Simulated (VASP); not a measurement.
# Ta (Im-3m) in VASP: density of states with PBEsol

Aim: the density of states of Ta with PBEsol.

Everything below comes from runs of VASP 6.6.1. Logs are shortened: lines on timing, memory, paths and dates and some standing lists are left out, and cuts for length are marked.

## 1. The cell of the first run

The structure is cubic, space group Im-3m (No. 229). Conventional cell: a = 3.303 Å, b = 3.303 Å, c = 3.303 Å, α = 90.00°, β = 90.00°, γ = 90.00°. Ta (site symmetry m-3m) has 14 Ta at 2.86 to 3.30 Å within 3.8 Å.

## 2. Density of states, PBEsol

The input, POSCAR:

```
Ta
1.0
    2.8601010000      0.0000000000      0.0000000000
   -0.9533669701      2.6965290932      0.0000000000
   -0.9533669701     -1.3482644833      2.3352627333
Ta
1
Direct
    0.0000000000      0.0000000000      0.0000000000
```

The input, INCAR.step1:

```
PREC     = Accurate       # precision mode
ENCUT    = 400            # plane-wave cutoff, eV
EDIFF    = 1E-6           # SCF threshold, eV
ISMEAR   = 1              # smearing method
SIGMA    = 0.1            # smearing width, eV
LREAL    = False          # projectors in reciprocal space
LASPH    = True           # aspherical terms in the spheres
NELM     = 120            # most SCF steps
ALGO     = Normal         # electronic algorithm
ISIF     = 2              # what is computed and relaxed
LWAVE    = False          # write WAVECAR
LCHARG   = True           # write CHGCAR
LMAXMIX  = 4              # l up to which the mixer works
GGA      = PS             # functional
NBANDS   = 12             # bands
GGA_COMPAT= False        
NEDOS    = 2001           # points of the DOS
LORBIT   = 11             # projections on sites
```

The input, KPOINTS.step1:

```
regular mesh
0
Gamma
  9 9 9
```

The input, INCAR.step2:

```
PREC     = Accurate       # precision mode
ENCUT    = 400            # plane-wave cutoff, eV
EDIFF    = 1E-6           # SCF threshold, eV
ISMEAR   = -5             # smearing method
SIGMA    = 0.1            # smearing width, eV
LREAL    = False          # projectors in reciprocal space
LASPH    = True           # aspherical terms in the spheres
NELM     = 120            # most SCF steps
ALGO     = Normal         # electronic algorithm
ISIF     = 2              # what is computed and relaxed
LWAVE    = False          # write WAVECAR
LCHARG   = False          # write CHGCAR
LMAXMIX  = 4              # l up to which the mixer works
GGA      = PS             # functional
LORBIT   = 10             # projections on sites
NBANDS   = 12             # bands
NEDOS    = 1001           # points of the DOS
ICHARG   = 11             # starting density
GGA_COMPAT= False
```

The input, KPOINTS.step2:

```
regular mesh
0
Gamma
  14 14 14
```

Potentials or basis: VASP PAW PBE potentials, release 64 (Ta_pv).

On the command line:

```sh
> cat potpaw_PBE.64/Ta_pv/POTCAR > POTCAR
> cp INCAR.step1 INCAR
> cp KPOINTS.step1 KPOINTS
> mpirun -np 1 vasp_std > vasp.out
> cp INCAR.step2 INCAR
> cp KPOINTS.step2 KPOINTS
> mpirun -np 1 vasp_std > vasp.out
```

OUTCAR:

```text
PREC = Accurate
   ENCUT = 400
   EDIFF = 1E-6
   ISMEAR = -5
   LREAL = False
   LASPH = True
   NELM = 120
   ISIF = 2
   GGA = PS
   LORBIT = 10
   ICHARG = 11

 ion  position               nearest neighbor table
   1  0.000  0.000  0.000-

  LATTYP: Found a body centered cubic cell.
 ALAT       =     3.3025601645

  Lattice vectors:

 A1 = (   2.8601010000,   0.0000000000,   0.0000000000)
 A2 = (  -0.9533669701,   2.6965290932,   0.0000000000)
 A3 = (  -0.9533669701,  -1.3482644833,   2.3352627333)

Analysis of symmetry for initial positions (statically):
=====================================================================
 Subroutine PRICEL returns:
 Original cell was already a primitive cell.

 Routine SETGRP: Setting up the symmetry group for a
 body centered cubic supercell.

 Subroutine GETGRP returns: Found 48 space group operations
 (whereof 48 operations were pure point group operations)
 out of a pool of 48 trial point group operations.

The static configuration has the point symmetry O_h .

Analysis of symmetry for dynamics (positions and initial velocities):
=====================================================================
 Subroutine PRICEL returns:
 Original cell was already a primitive cell.

 Routine SETGRP: Setting up the symmetry group for a
 body centered cubic supercell.

 Subroutine GETGRP returns: Found 48 space group operations
 (whereof 48 operations were pure point group operations)
 out of a pool of 48 trial point group operations.

The dynamic configuration has the point symmetry O_h .

 Subroutine INISYM returns: Found 48 space group operations
 (whereof 48 operations are pure point group operations),
 and found     1 'primitive' translations

----------------------------------------------------------------------------------------

                                     Primitive cell

  volume of cell :      18.0104

  direct lattice vectors                    reciprocal lattice vectors
     2.860101000  0.000000000  0.000000000     0.349638002  0.123615697  0.214108661
    -0.953366970  2.696529093  0.000000000     0.000000000  0.370847102  0.214108661
    -0.953366970 -1.348264483  2.335262733     0.000000000  0.000000000  0.428217342

  length of vectors
     2.860101000  2.860101000  2.860101000     0.428217342  0.428217342  0.428217342

  position of ions in fractional coordinates (direct lattice)
     0.000000000  0.000000000  0.000000000

  ion indices of the primitive-cell ions
   primitive index   ion index
[... 81 lines left out ...]
   ISIF   =      2    stress and relaxation
   ISYM   =      2    0-nonsym 1-usesym 2-fastsym
   POTIM  = 0.5000    time-step for ionic-motion
   TEBEG  =    0.0;   TEEND  =   0.0 temperature during run
   PSTRESS=    0.0 pullay stress
   NELECT =      11.0000    total number of electrons
   NUPDOWN=      -1.0000    fix difference up-down
   EMIN   =  10.00;   EMAX   =-10.00  energy-range for DOS
   EFERMI =   0.00;   METHOD = LEGACY
   ISMEAR =    -5;   SIGMA  =   0.10  broadening in eV -4-tet -1-fermi 0-gaus
   EFERMI_NEDOS =   21; number of points for ismear=-14 and -15
   IALGO  =     38    algorithm
   IMIX   =      4    mixing-type and parameters
     AMIX     =   0.40;   BMIX     =  1.00
     AMIX_MAG =   1.60;   BMIX_MAG =  1.00
  volume/ion in A,a.u.               =      18.01       121.54
  Fermi-wavevector in a.u.,A,eV,Ry     =   1.388987  2.624806 26.249531  1.929286
  Thomas-Fermi vector in A             =   2.513061
   LORBIT       =     10    0 simple, 1 ext, 2 COOP (PROOUT), +10 PAW based schemes
   GGA     = PS    functional components
   LHFCALC =     F    Hartree Fock is set to
   AEXX    =    0.0000 exact exchange contribution
   IVDW    =     0    specifies the selected vdW correction
   LEPSILON=     F    determine dielectric tensor
   LRPA    =     F    only Hartree local field effects (RPA)
 non-spin polarized calculation
 Fermi weights with tetrahedron method with Bloechl corrections
  energy-cutoff  :      400.00
  volume of cell :       18.01
 maximum number of plane-waves:       370

 number of electron      11.0000004 magnetization

 Free energy of the ion-electron system (eV)
  ---------------------------------------------------
  ext. energy  EPLUGINS =         0.00000000
  ---------------------------------------------------
  free energy    TOTEN  =       -12.54852858 eV

  energy without entropy =      -12.54852858  energy(sigma->0) =      -12.54852858

 E-fermi :   5.3131     XC(G=0): -12.7270

 val. band max:        5.3586966172   @ k =   0.3571   0.1429   0.1429
 cond. band min:       5.3314781671   @ k =   0.0714   0.0714   0.0714
 fundamental gap:     -0.0272184501
 Fermi energy:         5.3130898614

 k-point     1 :       0.0000    0.0000    0.0000
  band No.  band energies     occupation
      1     -27.6901      2.00000
      2     -27.6901      2.00000
      3     -27.6901      2.00000
      4      -2.6090      2.00000
      5       6.0485      0.00000
      6       6.0485      0.00000
      7       6.0485      0.00000
      8       9.3174      0.00000
      9       9.3174      0.00000
     10      20.0075      0.00000
     11      20.3604      0.00000
     12      20.3604      0.00000
[... 331 lines left out ...]
 k-point    24 :       0.3571    0.2857    0.0000
  band No.  band energies     occupation
      1     -28.5975      2.00000
      2     -28.4169      2.00000
      3     -27.8382      2.00000
      4       2.7577      2.00000
      5       4.0687      2.00000
      6       4.6246      2.01543
      7       9.5428      0.00000
      8      10.1186      0.00000
      9      14.2321      0.00000
     10      16.4383      0.00000
     11      18.2297      0.00000
     12      20.0174      0.00000

 [... further k-points ...]
[... 5 lines left out ...]
  --------------------------------------------------------------------------------------
  -------------------------------------------------------------------------------------
  Total       -0.4921333     -0.4921333     -0.4921333     -0.0000000     -0.0000000     -0.0000000
  in kB      -43.7795303    -43.7795307    -43.7795321     -0.0000005     -0.0000012     -0.0000008
  external PRESSURE =     -43.7795310 kB  Pullay stress =       0.0000000 kB

 VOLUME and BASIS-vectors are now :
 -----------------------------------------------------------------------------
  energy-cutoff  :      400.00
  volume of cell :       18.01
      direct lattice vectors                 reciprocal lattice vectors
     2.860101000  0.000000000  0.000000000     0.349638002  0.123615697  0.214108661
    -0.953366970  2.696529093  0.000000000     0.000000000  0.370847102  0.214108661
    -0.953366970 -1.348264483  2.335262733     0.000000000  0.000000000  0.428217342

 POSITION                                       TOTAL-FORCE (eV/Angst)
 -----------------------------------------------------------------------------------
      0.00000      0.00000      0.00000         0.000000      0.000000      0.000000
 -----------------------------------------------------------------------------------
    total drift:                               -0.000000      0.000000      0.000000

  FREE ENERGIE OF THE ION-ELECTRON SYSTEM (eV)
  ---------------------------------------------------
  free  energy   TOTEN  =       -12.5485285790 eV

  energy  without entropy=      -12.5485285790  energy(sigma->0) =      -12.54852858

 total charge

# of ion       s       p       d       tot
------------------------------------------
    1        0.370   6.170   2.393   8.932
```

OUTCAR.step1:

```text
PREC = Accurate
   ENCUT = 400
   EDIFF = 1E-6
   ISMEAR = 1
   LREAL = False
   LASPH = True
   NELM = 120
[... 578 lines left out ...]
      0.00000      0.00000      0.00000        -0.000000     -0.000000      0.000000
 -----------------------------------------------------------------------------------
    total drift:                                0.000000      0.000000      0.000000

  FREE ENERGIE OF THE ION-ELECTRON SYSTEM (eV)
  ---------------------------------------------------
  free  energy   TOTEN  =       -12.5257231178 eV

  energy  without entropy=      -12.5224882067  energy(sigma->0) =      -12.52464481

 total charge

# of ion       s       p       d       tot
------------------------------------------
    1        0.367   6.166   2.406   8.940
```

OSZICAR.step1:

```text
N       E                     dE             d eps       ncg     rms          rms(c)
DAV:   1     0.496861618710E+02    0.49686E+02   -0.54289E+03   856   0.723E+02
DAV:   2    -0.122351533694E+02   -0.61921E+02   -0.60262E+02   924   0.213E+02
DAV:   3    -0.130542791681E+02   -0.81913E+00   -0.81297E+00  1000   0.242E+01
DAV:   4    -0.130561637861E+02   -0.18846E-02   -0.18845E-02   932   0.130E+00
DAV:   5    -0.130561696690E+02   -0.58829E-05   -0.58821E-05  1016   0.680E-02    0.138E+01
DAV:   6    -0.126420290912E+02    0.41414E+00   -0.31795E-01   976   0.601E+00    0.663E+00
DAV:   7    -0.125279823314E+02    0.11405E+00   -0.28296E-01   968   0.517E+00    0.449E-01
DAV:   8    -0.125262544339E+02    0.17279E-02   -0.60091E-03   920   0.656E-01    0.408E-01
DAV:   9    -0.125257301355E+02    0.52430E-03   -0.73555E-04   960   0.274E-01    0.399E-02
DAV:  10    -0.125257259496E+02    0.41859E-05   -0.45904E-06   928   0.235E-02    0.209E-02
DAV:  11    -0.125257231187E+02    0.28309E-05   -0.43061E-07   584   0.684E-03    0.805E-04
DAV:  12    -0.125257231178E+02    0.91518E-09   -0.21049E-08   480   0.181E-03
   1 F= -.12525723E+02 E0= -.12524645E+02  d E =-.323491E-02
```

Wall time 7.3 s (1 thread of Intel Xeon 6975P-C (Granite Rapids), shared host); peak memory 0.14 GiB.

What came out:

```
Valence electrons inside the program's atomic spheres : Ta 8.93
```

Caveat: the PAW data sets were made with another functional, which shifts forces and pressure a little; spin-orbit coupling is left out, which moves the levels of the heavy elements; tetrahedron occupations give inexact forces and stress in metals.
